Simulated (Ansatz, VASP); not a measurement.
**Zn in VASP and in Ansatz**

```
Zn
1.0
     2.58974    0.00000    0.00000
     0.00000    4.91584    0.00000
     0.00000    0.00000   16.74760
Zn
2
Direct
  0.75000 0.75000 0.49972
  0.25000 0.25000 0.50028
```

Alike in both runs: task single point; functional PBEsol; k mesh 16 × 8 × 1; occupations fermi-dirac, width 0.05 eV; no spin polarisation.

```csv
,VASP,Ansatz
version,VASP 6.6.1,Ansatz 0.2.0
potentials or method,"VASP PAW PBE potentials, release 64 (Zn), cutoff 520 eV","all-electron LAPW, scalar-relativistic"
```

|  | VASP | Ansatz | Ansatz less VASP |
| --- | --- | --- | --- |
| rms of the force components (eV/Å) | 0.003 | 0.003 | -0.0005 |

VASP's potentials were made for PBE, not for PBEsol. Atom by atom the forces differ by 0.000 eV/Å (rms over components). Ansatz ran all-electron here, and VASP with PAW potentials. Ansatz's warnings: slab cell height set.
